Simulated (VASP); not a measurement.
# AlRu (R-3m) in VASP: further runs, part 2 of 2

VASP 6.6.1. The steps go on from the part before.

## (3) Single point, r2SCAN

This run uses another cell than the first one, of the same volume but with other edges.

File POSCAR:

```
AlRu
1.0
    3.0740094695     -0.4729245338     -0.4729245338
   -0.4729245338      3.0740094695     -0.4729245338
   -0.4729245338     -0.4729245338      3.0740094695
Al Ru
1 1
Direct
    0.0000000000      0.0000000000      0.0000000000
    0.5000000000      0.5000000000      0.5000000000
```

File INCAR.step1:

```
PREC     = Accurate       # precision mode
ENCUT    = 520            # plane-wave cutoff, eV
ISMEAR   = 0              # smearing method
SIGMA    = 0.15           # smearing width, eV
LREAL    = F              # projectors in reciprocal space
LASPH    = T              # aspherical terms in the spheres
NELM     = 100            # most SCF steps
NBANDS   = 16             # bands
GGA      = PE             # functional
ALGO     = Normal         # electronic algorithm
EDIFF    = 1E-4           # SCF threshold, eV
LWAVE    = T              # write WAVECAR
LCHARG   = F              # write CHGCAR
```

File INCAR.step2:

```
PREC     = Accurate       # precision mode
ENCUT    = 520            # plane-wave cutoff, eV
EDIFF    = 1E-7           # SCF threshold, eV
ISMEAR   = 0              # smearing method
SIGMA    = 0.15           # smearing width, eV
LREAL    = F              # projectors in reciprocal space
LASPH    = T              # aspherical terms in the spheres
NELM     = 100            # most SCF steps
ALGO     = Normal         # electronic algorithm
ISIF     = 2              # what is computed and relaxed
LWAVE    = F              # write WAVECAR
LCHARG   = T              # write CHGCAR
METAGGA  = R2SCAN         # meta-GGA
LMIXTAU  = T            
LELF     = T              # ELF
LVHAR    = T            
NBANDS   = 16             # bands
ISTART   = 1
```

File KPOINTS:

```
regular mesh
0
Gamma
  22 22 22
```

Potentials or basis: VASP PAW PBE potentials, release 64 (Al, Ru_pv).

Started as:

```console
$ cat potpaw_PBE.64/Al/POTCAR potpaw_PBE.64/Ru_pv/POTCAR > POTCAR
$ cp INCAR.step1 INCAR
$ mpirun -np 1 vasp_std > vasp.out
$ cp INCAR.step2 INCAR
$ mpirun -np 1 vasp_std > vasp.out
```

OUTCAR:

```text
PREC = Accurate
   ENCUT = 520
   EDIFF = 1E-7
   ISMEAR = 0
   LREAL = F
   LASPH = T
   NELM = 100
   ISIF = 2
   METAGGA = R2SCAN
   ISTART = 1

 ion  position               nearest neighbor table
   1  0.000  0.000  0.000-   2 1.84   2 1.84   2 2.96   2 2.96   2 2.96   2 2.96   2 2.96   2 2.96

   2  0.500  0.500  0.500-   1 1.84   1 1.84   1 2.96   1 2.96   1 2.96   1 2.96   1 2.96   1 2.96

  LATTYP: Found a trigonal (rhomboedric) cell.
 ALAT       =     3.1459258491
 COS(alpha) =    -0.2711864407

  Lattice vectors:

 A1 = (   3.0740094695,  -0.4729245338,  -0.4729245338)
 A2 = (  -0.4729245338,   3.0740094695,  -0.4729245338)
 A3 = (  -0.4729245338,  -0.4729245338,   3.0740094695)

Analysis of symmetry for initial positions (statically):
=====================================================================
 Subroutine PRICEL returns:
 Original cell was already a primitive cell.

 Routine SETGRP: Setting up the symmetry group for a
 trigonal (rhombohedral) supercell.

 Subroutine GETGRP returns: Found 12 space group operations
 (whereof 12 operations were pure point group operations)
 out of a pool of 12 trial point group operations.

The static configuration has the point symmetry D_3d.

Analysis of symmetry for dynamics (positions and initial velocities):
=====================================================================
 Subroutine PRICEL returns:
 Original cell was already a primitive cell.

 Routine SETGRP: Setting up the symmetry group for a
 trigonal (rhombohedral) supercell.

 Subroutine GETGRP returns: Found 12 space group operations
 (whereof 12 operations were pure point group operations)
 out of a pool of 12 trial point group operations.

The dynamic configuration has the point symmetry D_3d.

 Subroutine INISYM returns: Found 12 space group operations
 (whereof 12 operations are pure point group operations),
 and found     1 'primitive' translations

----------------------------------------------------------------------------------------

                                     Primitive cell

  volume of cell :      26.7738

  direct lattice vectors                    reciprocal lattice vectors
     3.074009469 -0.472924534 -0.472924534     0.344585555  0.062651919  0.062651919
    -0.472924534  3.074009469 -0.472924534     0.062651919  0.344585555  0.062651919
    -0.472924534 -0.472924534  3.074009469     0.062651919  0.062651919  0.344585555

  length of vectors
     3.145925849  3.145925849  3.145925849     0.355794506  0.355794506  0.355794506

  position of ions in fractional coordinates (direct lattice)
     0.000000000  0.000000000  0.000000000
     0.500000000  0.500000000  0.500000000

  ion indices of the primitive-cell ions
   primitive index   ion index
                 1           1
                 2           2

----------------------------------------------------------------------------------------

 KPOINTS: regular mesh

Automatic generation of k-mesh.
 Grid dimensions read from file:
 generate k-points for:   22   22   22

 Generating k-lattice:

  Cartesian coordinates                     Fractional coordinates (reciprocal lattice)
     0.015662980  0.002847815  0.002847815     0.045454545 -0.000000000  0.000000000
     0.002847815  0.015662980  0.002847815    -0.000000000  0.045454545  0.000000000
     0.002847815  0.002847815  0.015662980     0.000000000  0.000000000  0.045454545

  Length of vectors
     0.016172478  0.016172478  0.016172478

  Shift w.r.t. Gamma in fractional coordinates (k-lattice)
     0.000000000  0.000000000  0.000000000

 Subroutine IBZKPT returns following result:
 ===========================================

 Found   1024 irreducible k-points:

 Following reciprocal coordinates:
            Coordinates               Weight
  0.000000  0.000000  0.000000      1.000000
  0.045455  0.000000  0.000000      6.000000
  0.090909  0.000000  0.000000      6.000000
  0.136364 -0.000000  0.000000      6.000000
  0.181818 -0.000000 -0.000000      6.000000
  0.227273 -0.000000 -0.000000      6.000000
[... 16 lines left out ...]
  0.500000  0.045455  0.000000     12.000000
 -0.454545  0.045455  0.000000     12.000000
 [... further k-points ...]
   k-points           NKPTS =   1024   k-points in BZ     NKDIM =   1024   number of bands    NBANDS=     16
   number of dos      NEDOS =    301   number of ions     NIONS =      2
   total plane-waves  NPLWV =  13824
   dimension x,y,z NGX =    24 NGY =   24 NGZ =   24
   dimension x,y,z NGXF=    48 NGYF=   48 NGZF=   48
   ions per type =               1   1
   NGX,Y,Z   is equivalent  to a cutoff of  12.68, 12.68, 12.68 a.u.
   NGXF,Y,Z  is equivalent  to a cutoff of  25.37, 25.37, 25.37 a.u.
 SYSTEM =  unknown system
   PREC   = accura    normal or accurate (medium, high low for compatibility)
   ISTART =      1    job   : 0-new  1-cont  2-samecut
   ICHARG =      0    charge: 1-file 2-atom 10-const
   ISPIN  =      1    spin polarized calculation?
   LNONCOLLINEAR =      F non collinear calculations
   LSORBIT =      F    spin-orbit coupling
   LASPH  =      T    aspherical Exc in radial PAW
   ENCUT  =  520.0 eV  38.22 Ry    6.18 a.u.   5.85  5.85  5.85*2*pi/ulx,y,z
   NELM   =    100;   NELMIN=  2; NELMDL=  0     # of ELM steps
   EDIFF  = 0.1E-06   stopping-criterion for ELM
   LREAL  =      F    real-space projection
   EDIFFG = 0.1E-05   stopping-criterion for IOM
   NSW    =      0    number of steps for IOM
   IBRION =     -1    ionic relax: 0-MD 1-quasi-New 2-CG
   NFREE  =      0    steps in history (QN), initial steepest desc. (CG)
   ISIF   =      2    stress and relaxation
   ISYM   =      2    0-nonsym 1-usesym 2-fastsym
   POTIM  = 0.5000    time-step for ionic-motion
   TEBEG  =    0.0;   TEEND  =   0.0 temperature during run
   PSTRESS=    0.0 pullay stress
   NELECT =      17.0000    total number of electrons
   NUPDOWN=      -1.0000    fix difference up-down
   EMIN   =  10.00;   EMAX   =-10.00  energy-range for DOS
   EFERMI =   0.00;   METHOD = LEGACY
   ISMEAR =     0;   SIGMA  =   0.15  broadening in eV -4-tet -1-fermi 0-gaus
   EFERMI_NEDOS =   21; number of points for ismear=-14 and -15
   IALGO  =     38    algorithm
   IMIX   =      4    mixing-type and parameters
     AMIX     =   0.40;   BMIX     =  1.00
     AMIX_MAG =   1.60;   BMIX_MAG =  1.00
  volume/ion in A,a.u.               =      13.39        90.34
  Fermi-wavevector in a.u.,A,eV,Ry     =   1.407087  2.659009 26.938090  1.979894
  Thomas-Fermi vector in A             =   2.529382
   LORBIT       =      0    0 simple, 1 ext, 2 COOP (PROOUT), +10 PAW based schemes
   METAGGA = R2SCAN    functional components
   LHFCALC =     F    Hartree Fock is set to
   AEXX    =    0.0000 exact exchange contribution
   IVDW    =     0    specifies the selected vdW correction
   LEPSILON=     F    determine dielectric tensor
   LRPA    =     F    only Hartree local field effects (RPA)
 non-spin polarized calculation
 Gauss-broadening in eV      SIGMA  =   0.15
  energy-cutoff  :      520.00
  volume of cell :       26.77
 maximum number of plane-waves:       740
   NGX = 11   NGY = 11   NGZ = 11

 number of electron      16.9999999 magnetization

 Free energy of the ion-electron system (eV)
  ---------------------------------------------------
  ext. energy  EPLUGINS =         0.00000000
  ---------------------------------------------------
  free energy    TOTEN  =       -26.84957617 eV

  energy without entropy =      -26.83984727  energy(sigma->0) =      -26.84471172

 E-fermi :  10.5220     XC(G=0): -13.3077

 val. band max:       10.5197203004   @ k =  -0.3636   0.1364   0.1364
 cond. band min:      10.5223957588   @ k =  -0.3636   0.3182   0.3182
 fundamental gap:      0.0026754584
 Fermi energy:        10.5219557618

 k-point     1 :       0.0000    0.0000    0.0000
  band No.  band energies     occupation
      1     -33.3944      2.00000
      2     -32.3555      2.00000
      3     -32.3555      2.00000
      4       0.7992      2.00000
      5       6.9173      2.00000
      6       6.9173      2.00000
[... 8 lines left out ...]
     15      24.1089      0.00000
     16      24.6472      0.00000
[... 419 lines left out ...]
 k-point    24 :      -0.4545    0.0455    0.0000
  band No.  band energies     occupation
      1     -33.5557      2.00000
      2     -32.4692      2.00000
      3     -32.3603      2.00000
      4       4.2784      2.00000
      5       5.8684      2.00000
      6       7.0557      2.00000
[... 8 lines left out ...]
     15      23.3197      0.00000
     16      25.7078      0.00000

 [... further k-points ...]

------------------------ aborting loop because EDIFF is reached ----------------------------------------

  FORCE on cell =-STRESS in cart. coord.  units (eV):
  Direction    XX          YY          ZZ          XY          YZ          ZX
  --------------------------------------------------------------------------------------
  -------------------------------------------------------------------------------------
  Total       12.7356951     12.7356951     12.7356951     17.2571082     17.2571082     17.2571082
  in kB      762.1187776    762.1187776    762.1187776   1032.6853826   1032.6853826   1032.6853826
  external PRESSURE =     762.1187776 kB  Pullay stress =       0.0000000 kB

 VOLUME and BASIS-vectors are now :
 -----------------------------------------------------------------------------
  energy-cutoff  :      520.00
  volume of cell :       26.77
      direct lattice vectors                 reciprocal lattice vectors
     3.074009469 -0.472924534 -0.472924534     0.344585555  0.062651919  0.062651919
    -0.472924534  3.074009469 -0.472924534     0.062651919  0.344585555  0.062651919
    -0.472924534 -0.472924534  3.074009469     0.062651919  0.062651919  0.344585555

 POSITION                                       TOTAL-FORCE (eV/Angst)
 -----------------------------------------------------------------------------------
      0.00000      0.00000      0.00000        -0.000000      0.000000      0.000000
      1.06408      1.06408      1.06408         0.000000     -0.000000     -0.000000
 -----------------------------------------------------------------------------------
    total drift:                                0.000000     -0.000000     -0.000000

  FREE ENERGIE OF THE ION-ELECTRON SYSTEM (eV)
  ---------------------------------------------------
  free  energy   TOTEN  =       -26.8495761722 eV

  energy  without entropy=      -26.8398472740  energy(sigma->0) =      -26.84471172
```

It took 14 min on 1 thread of AMD EPYC 9R45 (Zen 5), shared host; peak memory 0.47 GiB.

What came out:

```yaml
Free_energy: -26.8496 eV
Pressure: 76.2 GPa
Band_gap_on_the_k_mesh: zero (an odd number of electrons rules out a gap without spin polarisation)
```

Caveat: atoms lie so close that the PAW spheres overlap strongly, which falsifies energies and pressures; the cell stands under pressure; the PAW data sets were made with another functional, which shifts forces and pressure a little.
